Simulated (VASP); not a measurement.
Set up this calculation in VASP 6.6.1, as the native input.

- Task: single point
- Functional: PBE
- Potentials or basis: VASP PAW PBE potentials, release 64 (Zr_sv, O)
- Cutoff: 600 eV
- k mesh: 8 × 8 × 6
- Occupations: fermi-dirac, width 0.02 eV
- Spin: no spin polarisation
- Dipole correction: no
- Further INCAR settings: ALGO = Normal; EDIFF = 1e-06; NBANDS = 33

The structure of ZrO2 lies in POSCAR:

```
ZrO2
1.0
    3.6208138418      0.0000000000      0.0000000000
    0.0000000000      3.6208138418      0.0000000000
    0.0000000000      0.0000000000      5.2841504765
Zr O
2 4
Direct
    0.0000000000      0.0000000000      0.0000000000
    0.5000000000      0.5000000000      0.5000000000
    0.0000000000      0.5000000000      0.1925089749
    0.0000000000      0.5000000000      0.6925089749
    0.5000000000      0.0000000000      0.3074910251
    0.5000000000      0.0000000000      0.8074910251
```

One way to write it, as run:

INCAR

```
PREC     = Accurate       # precision mode
ENCUT    = 600            # plane-wave cutoff, eV
EDIFF    = 1E-6           # SCF threshold, eV
ISMEAR   = -1             # smearing method
SIGMA    = 0.02           # smearing width, eV
LREAL    = False          # projectors in reciprocal space
LASPH    = True           # aspherical terms in the spheres
NELM     = 120            # most SCF steps
ALGO     = Normal         # electronic algorithm
ISIF     = 2              # what is computed and relaxed
LWAVE    = False          # write WAVECAR
LCHARG   = False          # write CHGCAR
GGA      = PE             # functional
NBANDS   = 33             # bands
GGA_COMPAT= False
```

KPOINTS

```
regular mesh
0
Gamma
  8 8 6
```

Potentials or basis: VASP PAW PBE potentials, release 64 (Zr_sv, O).

Command:

```sh
$ cat potpaw_PBE.64/Zr_sv/POTCAR potpaw_PBE.64/O/POTCAR > POTCAR
$ mpirun -np 1 vasp_std > vasp.out
```

Results of the run:

```yaml
Pressure: 0.1 GPa
Largest_force: 0.026 eV/Å
Band_gap_on_the_k_mesh: 4.03 eV (least direct gap 4.13 eV)
```

Wall time 2.6 min on 1 thread of AMD EPYC 7R13, with other jobs on the host, peak memory 0.24 GiB.
